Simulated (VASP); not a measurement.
Set up this calculation in VASP 6.6.1, as the native input.

```yaml
Task: single point
Functional: PBEsol
Potentials_or_basis: VASP PAW PBE potentials, release 64 (Mg, I)
Cutoff: 520 eV
k_mesh: 7 × 7 × 4
Occupations: fermi-dirac, width 0.03 eV
Spin: no spin polarisation
Dipole_correction: no
Further_INCAR_settings: ALGO = Normal; EDIFF = 1e-07; NBANDS = 15
```

The structure of MgI2 lies in POSCAR:

```
MgI2
1.0
    4.0975621570      0.0000000000      0.0000000000
   -2.0487810785      3.5485929215      0.0000000000
    0.0000000000      0.0000000000      6.7692589016
Mg I
1 2
Direct
    0.0000000000      0.0000000000      0.0000000000
    0.3333333333      0.6666666667      0.7576300000
    0.6666666667      0.3333333333      0.2423700000
```

This cell differs from its parent crystal: volume scaled by 0.96.

One way to write it, as run:

INCAR

```
SYSTEM = MgI2
ALGO = Normal ; EDIFF = 1E-7
ENCUT = 520 ; GGA = PS
ISIF = 2 ; ISMEAR = -1
LASPH = .True. ; LCHARG = .False.
LREAL = .False. ; LWAVE = .False.
NBANDS = 15 ; NELM = 100
PREC = Accurate ; SIGMA = 0.03
```

KPOINTS

```
k-points
0
Gamma
  7 7 4
  0 0 0
```

Potentials or basis: VASP PAW PBE potentials, release 64 (Mg, I).

Command:

```sh
$ cat potpaw_PBE.64/Mg/POTCAR potpaw_PBE.64/I/POTCAR > POTCAR
$ mpirun -np 1 vasp_std > vasp.out
```

It gave:

* Pressure: 1.1 GPa
* Largest force: 0.169 eV/Å
* Band gap on the k mesh: 3.48 eV, indirect (least direct gap 3.74 eV)

Caveat: the PAW data sets were made with another functional, which shifts forces and pressure a little; spin-orbit coupling is left out, which moves the levels of the heavy elements; this functional lacks dispersion, which binds the layers, so the pressure and a relaxed spacing across them are unreliable.

Run time: 25 s on 1 thread of Intel(R) Xeon(R) 6975P-C (Granite Rapids) (shared host), peak memory 0.22 GiB.
